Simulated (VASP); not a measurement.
A run of VASP 6.6.1:

The input INCAR:

```
ALGO     = Normal         # electronic algorithm
EDIFF    = 1E-6           # SCF threshold, eV
ENCUT    = 520            # plane-wave cutoff, eV
GGA      = PS             # functional
ISIF     = 2              # what is computed and relaxed
ISMEAR   = 0              # smearing method
LASPH    = True           # aspherical terms in the spheres
LCHARG   = False          # write CHGCAR
LREAL    = False          # projectors in reciprocal space
LWAVE    = False          # write WAVECAR
NBANDS   = 41             # bands
NELM     = 80             # most SCF steps
PREC     = Accurate       # precision mode
SIGMA    = 0.05           # smearing width, eV
```

Contents of KPOINTS:

```
k-points
0
Gamma
  8 6 8
```

The input POSCAR:

```
MgZn3O4
1.0
    0.0000000000      3.2544174600      0.0000000000
   -2.6711651497      0.0000000000      4.9395585555
    5.8978414162     -1.6272087300      0.0000000000
Mg Zn O
1 3 4
Direct
    0.2513161900      0.9199541500      0.5026323800
    0.7506309500      0.4157215400      0.5012619000
    0.4992668100      0.8301920000      0.9985336200
    0.9998360800      0.3351350900      0.9996721600
    0.0613617200      0.7288743100      0.1227234400
    0.5584937700      0.2251075800      0.1169875400
    0.8087079000      0.1400168100      0.6174158000
    0.3083455900      0.6429155400      0.6166911800
```

Potentials or basis: VASP PAW PBE potentials, release 64 (Mg, Zn, O).

Command:

```bash
$ cat potpaw_PBE.64/Mg/POTCAR potpaw_PBE.64/Zn/POTCAR potpaw_PBE.64/O/POTCAR > POTCAR
$ mpirun -np 1 vasp_std > vasp.out
```

Hardware: 1 thread of AMD EPYC 7R13, with other jobs on the host.

Task: How long does it take, and how much memory?

Result: Wall time 22 min on 1 thread of AMD EPYC 7R13, on a shared host, peak memory 0.44 GiB. Counts: scf iterations 16, k points 114.
